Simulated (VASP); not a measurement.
Input of a VASP 6.6.1 run:

Contents of INCAR:

```
SYSTEM = AlH
ALGO = Normal
EDIFF = 1E-6
ENCUT = 520
GGA = PE
ISIF = 2
ISMEAR = 0
LASPH = .TRUE.
LCHARG = .FALSE.
LREAL = .FALSE.
LWAVE = .FALSE.
NBANDS = 9
NELM = 100
PREC = Accurate
SIGMA = 0.1
```

KPOINTS

```
k-points
0
G
  24 24 24
  0 0 0
```

Contents of POSCAR:

```
AlH
1.0
    1.4921890718      0.8615157640      2.4594208565
   -1.4921890718      0.8615157640      2.4594208565
    0.0000000000     -1.7230315229      2.4594208583
Al H
1 1
Direct
    0.0000000000      0.0000000000      0.0000000000
    0.5000000000      0.5000000000      0.5000000000
```

Potentials or basis: VASP PAW PBE potentials, release 64 (Al, H).

Run with:

```bash
$ cat potpaw_PBE.64/Al/POTCAR potpaw_PBE.64/H/POTCAR > POTCAR
$ mpirun -np 1 vasp_std > vasp.out
```

Task: What does it give for the band gap on the k mesh?

Result: Zero (band 2 reaches 14.94 eV, above the bottom of band 3 at 5.47 eV).

Task: Estimate the pressure.

Result: -0.1 GPa.
